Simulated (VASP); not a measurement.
# WC (P-6m2) in VASP: further runs

WC is run at these levels: PBEsol; tasks: electric field gradients.

All numbers are computed with VASP 6.6.1; they aren't measurements. Logs are shortened: lines on timing, memory, paths and dates and some standing lists are left out, and cuts for length are marked.

## 1. The cell of the first run

It takes space group P-6m2 (No. 187, hexagonal). Conventional cell: a = 2.861 Å, b = 2.861 Å, c = 2.791 Å, α = 90.00°, β = 90.00°, γ = 120.00°. Within 2.9 Å of W (site symmetry -6m2) lie 6 C at 2.16 Å and 8 W at 2.79 to 2.86 Å. Within 2.9 Å of C (site symmetry -6m2) lie 6 W at 2.16 Å and 8 C at 2.79 to 2.86 Å.

## 2. Electric field gradients, PBEsol (volume scaled by 0.96)

The input, INCAR:

```
SYSTEM = WC
ALGO = Normal
EDIFF = 1E-8
ENCUT = 520
GGA = PS
ISIF = 2
ISMEAR = -1
LASPH = .True.
LCHARG = .False.
LEFG = .True.
LREAL = .False.
LWAVE = .False.
NBANDS = 16
NELM = 60
PREC = Accurate
SIGMA = 0.05
```

The input, KPOINTS:

```
k-points
0
Gamma
  14 14 13
  0 0 0
```

The input, POSCAR:

```
WC
1.0
    2.8613006652      0.0000000000      0.0000000000
   -1.4306503326      2.4779590640      0.0000000000
    0.0000000000      0.0000000000      2.7907655833
W C
1 1
Direct
    0.0000000000      0.0000000000      0.0000000000
    0.6666666667      0.3333333333      0.5000000000
```

Potentials or basis: VASP PAW PBE potentials, release 64 (W_sv, C).

Started as:

```console
> cat potpaw_PBE.64/W_sv/POTCAR potpaw_PBE.64/C/POTCAR > POTCAR
> mpirun -np 1 vasp_std > vasp.out
```

OUTCAR:

```text
SYSTEM = WC
   EDIFF = 1E-8
   ENCUT = 520
   GGA = PS
   ISIF = 2
   ISMEAR = -1
   LASPH = .True.
   LREAL = .False.
   NELM = 60
   PREC = Accurate

 ion  position               nearest neighbor table
   1  0.000  0.000  0.000-   2 2.16   2 2.16   2 2.16   2 2.16   2 2.16   2 2.16
   2  0.667  0.333  0.500-   1 2.16   1 2.16   1 2.16   1 2.16   1 2.16   1 2.16

  LATTYP: Found a hexagonal cell.
 ALAT       =     2.8613006652
 C/A-ratio  =     0.9753485949

  Lattice vectors:

 A1 = (   2.8613006652,   0.0000000000,   0.0000000000)
 A2 = (  -1.4306503326,   2.4779590640,   0.0000000000)
 A3 = (   0.0000000000,   0.0000000000,   2.7907655833)

Analysis of symmetry for initial positions (statically):
=====================================================================
 Subroutine PRICEL returns:
 Original cell was already a primitive cell.

 Routine SETGRP: Setting up the symmetry group for a
 hexagonal supercell.

 Subroutine GETGRP returns: Found 12 space group operations
 (whereof 12 operations were pure point group operations)
 out of a pool of 24 trial point group operations.

The static configuration has the point symmetry D_3h.

Analysis of symmetry for dynamics (positions and initial velocities):
=====================================================================
 Subroutine PRICEL returns:
 Original cell was already a primitive cell.

 Routine SETGRP: Setting up the symmetry group for a
 hexagonal supercell.

 Subroutine GETGRP returns: Found 12 space group operations
 (whereof 12 operations were pure point group operations)
 out of a pool of 24 trial point group operations.

The dynamic configuration has the point symmetry D_3h.

 Subroutine INISYM returns: Found 12 space group operations
 (whereof 12 operations are pure point group operations),
 and found     1 'primitive' translations

----------------------------------------------------------------------------------------

                                     Primitive cell

  volume of cell :      19.7870

  direct lattice vectors                    reciprocal lattice vectors
     2.861300665  0.000000000  0.000000000     0.349491409  0.201778959  0.000000000
    -1.430650333  2.477959064  0.000000000     0.000000000  0.403557918  0.000000000
     0.000000000  0.000000000  2.790765583     0.000000000  0.000000000  0.358324614

  length of vectors
     2.861300665  2.861300665  2.790765583     0.403557918  0.403557918  0.358324614

  position of ions in fractional coordinates (direct lattice)
     0.000000000  0.000000000  0.000000000
     0.666666667  0.333333333  0.500000000

  ion indices of the primitive-cell ions
   primitive index   ion index
                 1           1
                 2           2

----------------------------------------------------------------------------------------

 KPOINTS: k-points

Automatic generation of k-mesh.
 Grid dimensions read from file:
 generate k-points for:   14   14   13

 Generating k-lattice:

  Cartesian coordinates                     Fractional coordinates (reciprocal lattice)
     0.024963672  0.014412783  0.000000000     0.071428571 -0.000000000  0.000000000
     0.000000000  0.028825566  0.000000000     0.000000000  0.071428571  0.000000000
     0.000000000  0.000000000  0.027563432     0.000000000  0.000000000  0.076923077

  Length of vectors
     0.028825566  0.028825566  0.027563432

  Shift w.r.t. Gamma in fractional coordinates (k-lattice)
     0.000000000  0.000000000  0.000000000

 Subroutine IBZKPT returns following result:
 ===========================================

 Found    168 irreducible k-points:

 Following reciprocal coordinates:
            Coordinates               Weight
  0.000000  0.000000  0.000000      1.000000
  0.071429  0.000000  0.000000      6.000000
  0.142857  0.000000  0.000000      6.000000
  0.214286  0.000000  0.000000      6.000000
  0.285714  0.000000  0.000000      6.000000
  0.357143  0.000000  0.000000      6.000000
[... 16 lines left out ...]
  0.285714  0.285714  0.000000      6.000000
  0.357143  0.285714  0.000000      6.000000
 [... further k-points ...]
   k-points           NKPTS =    168   k-points in BZ     NKDIM =    168   number of bands    NBANDS=     16
   number of dos      NEDOS =    301   number of ions     NIONS =      2
   total plane-waves  NPLWV =  13824
   dimension x,y,z NGX =    24 NGY =   24 NGZ =   24
   dimension x,y,z NGXF=    48 NGYF=   48 NGZF=   48
   ions per type =               1   1
   NGX,Y,Z   is equivalent  to a cutoff of  13.94, 13.94, 14.30 a.u.
   NGXF,Y,Z  is equivalent  to a cutoff of  27.89, 27.89, 28.59 a.u.
 SYSTEM =  WC
   PREC   = accura    normal or accurate (medium, high low for compatibility)
   ISTART =      0    job   : 0-new  1-cont  2-samecut
   ICHARG =      2    charge: 1-file 2-atom 10-const
   ISPIN  =      1    spin polarized calculation?
   LNONCOLLINEAR =      F non collinear calculations
   LSORBIT =      F    spin-orbit coupling
   LASPH  =      T    aspherical Exc in radial PAW
   ENCUT  =  520.0 eV  38.22 Ry    6.18 a.u.   5.32  5.32  5.19*2*pi/ulx,y,z
   NELM   =     60;   NELMIN=  2; NELMDL= -5     # of ELM steps
   EDIFF  = 0.1E-07   stopping-criterion for ELM
   LREAL  =      F    real-space projection
   EDIFFG = 0.1E-06   stopping-criterion for IOM
   NSW    =      0    number of steps for IOM
   IBRION =     -1    ionic relax: 0-MD 1-quasi-New 2-CG
   NFREE  =      0    steps in history (QN), initial steepest desc. (CG)
   ISIF   =      2    stress and relaxation
   ISYM   =      2    0-nonsym 1-usesym 2-fastsym
   POTIM  = 0.5000    time-step for ionic-motion
   TEBEG  =    0.0;   TEEND  =   0.0 temperature during run
   PSTRESS=    0.0 pullay stress
   NELECT =      18.0000    total number of electrons
   NUPDOWN=      -1.0000    fix difference up-down
   EMIN   =  10.00;   EMAX   =-10.00  energy-range for DOS
   EFERMI =   0.00;   METHOD = LEGACY
   ISMEAR =    -1;   SIGMA  =   0.05  broadening in eV -4-tet -1-fermi 0-gaus
   EFERMI_NEDOS =   21; number of points for ismear=-14 and -15
   IALGO  =     38    algorithm
   IMIX   =      4    mixing-type and parameters
     AMIX     =   0.40;   BMIX     =  1.00
     AMIX_MAG =   1.60;   BMIX_MAG =  1.00
  volume/ion in A,a.u.               =       9.89        66.76
  Fermi-wavevector in a.u.,A,eV,Ry     =   1.586251  2.997580 34.234889  2.516193
  Thomas-Fermi vector in A             =   2.685591
   LORBIT       =      0    0 simple, 1 ext, 2 COOP (PROOUT), +10 PAW based schemes
   GGA     = PS    functional components
   LHFCALC =     F    Hartree Fock is set to
   AEXX    =    0.0000 exact exchange contribution
   IVDW    =     0    specifies the selected vdW correction
   LEPSILON=     F    determine dielectric tensor
   LRPA    =     F    only Hartree local field effects (RPA)
 non-spin polarized calculation
  energy-cutoff  :      520.00
  volume of cell :       19.79
 maximum number of plane-waves:       555
 NGX is ok and might be reduce to    24
   NGX = 11   NGY = 11   NGZ = 11

 number of electron      17.9999999 magnetization

 Free energy of the ion-electron system (eV)
  ---------------------------------------------------
  ext. energy  EPLUGINS =         0.00000000
  ---------------------------------------------------
  free energy    TOTEN  =       -23.85207210 eV

  energy without entropy =      -23.84933027  energy(sigma->0) =      -23.85070119

 E-fermi :  11.6338     XC(G=0): -14.1931

 val. band max:       11.5536732811   @ k =   0.0714   0.0714   0.3846
 cond. band min:      11.6597594239   @ k =   0.4286   0.0714   0.4615
 fundamental gap:      0.1060861428
 Fermi energy:        11.6337805289

 k-point     1 :       0.0000    0.0000    0.0000
  band No.  band energies     occupation
      1     -62.2082      2.00000
      2     -26.1940      2.00000
      3     -26.0737      2.00000
      4     -26.0737      2.00000
      5      -3.1726      2.00000
      6       7.0140      2.00000
[... 8 lines left out ...]
     15      26.4361      0.00000
     16      28.7671      0.00000

 k-point     2 :       0.0714    0.0000    0.0000
  band No.  band energies     occupation
      1     -62.2046      2.00000
      2     -26.1874      2.00000
      3     -26.1249      2.00000
      4     -26.0851      2.00000
      5      -3.0283      2.00000
      6       7.0609      2.00000
[... 8 lines left out ...]
     15      26.1027      0.00000
     16      29.0671      0.00000

 k-point     3 :       0.1429    0.0000    0.0000
  band No.  band energies     occupation
      1     -62.1945      2.00000
      2     -26.2664      2.00000
      3     -26.1689      2.00000
      4     -26.1170      2.00000
      5      -2.6154      2.00000
      6       6.8663      2.00000
[... 8 lines left out ...]
     15      25.6924      0.00000
     16      29.9098      0.00000

 k-point     4 :       0.2143    0.0000    0.0000
  band No.  band energies     occupation
      1     -62.1798      2.00000
      2     -26.4659      2.00000
      3     -26.1628      2.00000
      4     -26.1419      2.00000
      5      -1.9903      2.00000
      6       6.1964      2.00000
[... 8 lines left out ...]
     15      25.7074      0.00000
     16      30.4141      0.00000

 k-point     5 :       0.2857    0.0000    0.0000
  band No.  band energies     occupation
      1     -62.1635      2.00000
      2     -26.6810      2.00000
      3     -26.2132      2.00000
      4     -26.1119      2.00000
      5      -1.2398      2.00000
      6       5.4861      2.00000
[... 8 lines left out ...]
     15      26.4450      0.00000
     16      29.9475      0.00000

 k-point     6 :       0.3571    0.0000    0.0000
  band No.  band energies     occupation
      1     -62.1488      2.00000
      2     -26.8695      2.00000
      3     -26.2581      2.00000
      4     -26.0846      2.00000
      5      -0.4832      2.00000
      6       4.9002      2.00000
[... 8 lines left out ...]
     15      27.0004      0.00000
     16      28.7657      0.00000
[... 267 lines left out ...]
 k-point    21 :       0.2857    0.2143    0.0000
  band No.  band energies     occupation
      1     -62.1349      2.00000
      2     -26.8785      2.00000
      3     -26.4789      2.00000
      4     -26.0590      2.00000
      5       0.4665      2.00000
      6       4.7357      2.00000
[... 8 lines left out ...]
     15      27.6788      0.00000
     16      28.9408      0.00000

 k-point    22 :       0.3571    0.2143    0.0000
  band No.  band energies     occupation
      1     -62.1293      2.00000
      2     -26.9117      2.00000
      3     -26.5343      2.00000
      4     -26.0487      2.00000
      5       0.8883      2.00000
      6       4.6238      2.00000
[... 8 lines left out ...]
     15      27.1153      0.00000
     16      29.3892      0.00000

 k-point    23 :       0.2857    0.2857    0.0000
  band No.  band energies     occupation
      1     -62.1285      2.00000
      2     -26.8592      2.00000
      3     -26.6025      2.00000
      4     -26.0472      2.00000
      5       0.9740      2.00000
      6       4.7136      2.00000
[... 8 lines left out ...]
     15      27.8346      0.00000
     16      29.0523      0.00000

 k-point    24 :       0.3571    0.2857    0.0000
  band No.  band energies     occupation
      1     -62.1262      2.00000
      2     -26.8301      2.00000
      3     -26.6690      2.00000
      4     -26.0430      2.00000
      5       1.1720      2.00000
      6       4.7427      2.00000
[... 8 lines left out ...]
     15      27.6449      0.00000
     16      28.5597      0.00000

 [... further k-points ...]
[... 5 lines left out ...]
  --------------------------------------------------------------------------------------
  -------------------------------------------------------------------------------------
  Total        2.2006738      2.2006738      2.6195927     -0.0000000     -0.0000000     -0.0000000
  in kB      178.1907989    178.1907989    212.1110853     -0.0000000     -0.0000000     -0.0000000
  external PRESSURE =     189.4975610 kB  Pullay stress =       0.0000000 kB

 VOLUME and BASIS-vectors are now :
 -----------------------------------------------------------------------------
  energy-cutoff  :      520.00
  volume of cell :       19.79
      direct lattice vectors                 reciprocal lattice vectors
     2.861300665  0.000000000  0.000000000     0.349491409  0.201778959  0.000000000
    -1.430650333  2.477959064  0.000000000     0.000000000  0.403557918  0.000000000
     0.000000000  0.000000000  2.790765583     0.000000000  0.000000000  0.358324614

 POSITION                                       TOTAL-FORCE (eV/Angst)
 -----------------------------------------------------------------------------------
      0.00000      0.00000      0.00000         0.000000      0.000000      0.000000
      1.43065      0.82599      1.39538        -0.000000      0.000000      0.000000
 -----------------------------------------------------------------------------------
    total drift:                               -0.000000      0.000000      0.000000

  FREE ENERGIE OF THE ION-ELECTRON SYSTEM (eV)
  ---------------------------------------------------
  free  energy   TOTEN  =       -23.8520720987 eV

  energy  without entropy=      -23.8493302735  energy(sigma->0) =      -23.85070119

 Electric field gradients (V/A^2)
---------------------------------------------------------------------
 ion       V_xx      V_yy      V_zz      V_xy      V_xz      V_yz
---------------------------------------------------------------------
   1      79.595    79.595  -159.191    -0.000     0.000    -0.000
   2      -0.008    -0.008     0.016     0.000     0.000    -0.000
---------------------------------------------------------------------

 Electric field gradients after diagonalization (V/A^2)
 (convention: |V_zz| > |V_xx| > |V_yy|)
----------------------------------------------------------------------
 ion       V_xx      V_yy      V_zz     asymmetry (V_yy - V_xx)/ V_zz
----------------------------------------------------------------------
   1      79.595    79.595  -159.191       0.000
   2      -0.008    -0.008     0.016       0.041
----------------------------------------------------------------------

           NMR quadrupolar parameters

 Cq : quadrupolar parameter    Cq=e*Q*V_zz/h
 eta: asymmetry parameters     (V_yy - V_xx)/ V_zz
 Q  : nuclear electric quadrupole moment in mb (millibarn)
----------------------------------------------------------------------
 ion       Cq(MHz)       eta       Q (mb)
----------------------------------------------------------------------
   1      -0.385       0.000       1.000
   2       0.000       0.041       1.000
----------------------------------------------------------------------
```

It took 69 s on 1 thread of Intel Xeon Platinum 8259CL at 2.50GHz (Skylake/Cascade Lake), shared host; peak memory 0.18 GiB.

Results:

* Free energy: -23.8521 eV
* Pressure: 18.9 GPa
* Band gap on the k mesh: zero (band 9 reaches 12.41 eV, above the bottom of band 10 at 10.99 eV)

Levels at points of the mesh, in eV from the Fermi level:
```
           k point  band 7  band 8  band 9  band 10  band 11  band 12
(0.00, 0.00, 0.00)   -3.55   -3.55    0.13     3.45     3.45     5.92
(0.50, 0.00, 0.00)   -3.83   -3.83   -0.47     2.48     4.82     5.22
```

Electric field gradients, principal values (V/Å²):
```
atom   least  middle  greatest (by size)
 1 W  79.595  79.595            -159.191
 2 C  -0.008  -0.008               0.016
```

Caveat: without QUAD_EFG the Cq values of the log hold for a quadrupole moment of 1 mb, not for the nuclei; the PAW data sets were made with another functional, which shifts forces and pressure a little; spin-orbit coupling is left out, which moves the levels of the heavy elements.

[end of part 1 of 3]
